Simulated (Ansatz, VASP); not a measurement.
**Cr in VASP and in Ansatz**

INCAR

```
  PREC = Accurate
  ENCUT = 520
  EDIFF = 1E-6
  ISMEAR = 0
  SIGMA = 0.15
  LREAL = F
  LASPH = T
  NELM = 60
  ALGO = Fast
  ISIF = 2
  LWAVE = F
  LCHARG = F
  GGA = PS
  NBANDS = 12
```

The input KPOINTS:

```
Automatic mesh
0
Gamma
  26 26 26
```

The input POSCAR:

```
Cr
1.0
   -1.2846960778      1.2846960778      1.8165602540
    1.2846960778     -1.2846960778      1.8165602540
    1.2846960778      1.2846960778     -1.8165602540
Cr
1
Direct
    0.0000000000      0.0000000000      0.0000000000
```

Input for Ansatz:

```yaml
crystal:
  lattice:
    - [-1.2846960778, 1.2846960778, 1.816560254]
    - [1.2846960778, -1.2846960778, 1.816560254]
    - [1.2846960778, 1.2846960778, -1.816560254]
  atoms:
    - { symbol: Cr, position: [0.0, 0.0, 0.0] }
basis:
  ecutwfc: 420
kpoints:
  mp_grid: { grid: [26, 26, 26] }
hamiltonian:
  xc: pbesol
scf:
  occupations: { method: gaussian, width: 0.15 }
output:
  forces: true
  stress: true
  eigenvalues: true
  write_density: true
  write_potential: true
  elf: true
  volumetric_format: npy
```

Alike in both runs: task single point; functional PBEsol; k mesh 26 × 26 × 26; occupations gaussian, width 0.15 eV; no spin polarisation.

```csv
,VASP,Ansatz
version,VASP 6.6.1,Ansatz 0.2.0
potentials or method,"VASP PAW PBE potentials, release 64 (Cr_pv), cutoff 520 eV","scalar-relativistic, plane waves, PAW"
valence electrons in the cell,12,14
```

|  | VASP | Ansatz | Ansatz less VASP |
| --- | --- | --- | --- |
| gap on the k mesh at the Fermi level (eV) | none | none | - |
| pressure (GPa) | -11.2 | -10.7 | +0.52 |

VASP's potentials were made for PBE, not for PBEsol. A gap of «none» marks a metal or a gap that the smearing closes. VASP's potentials hold 12 valence electrons a cell and Ansatz's 14, so a difference there can come from the potentials and not from the codes.
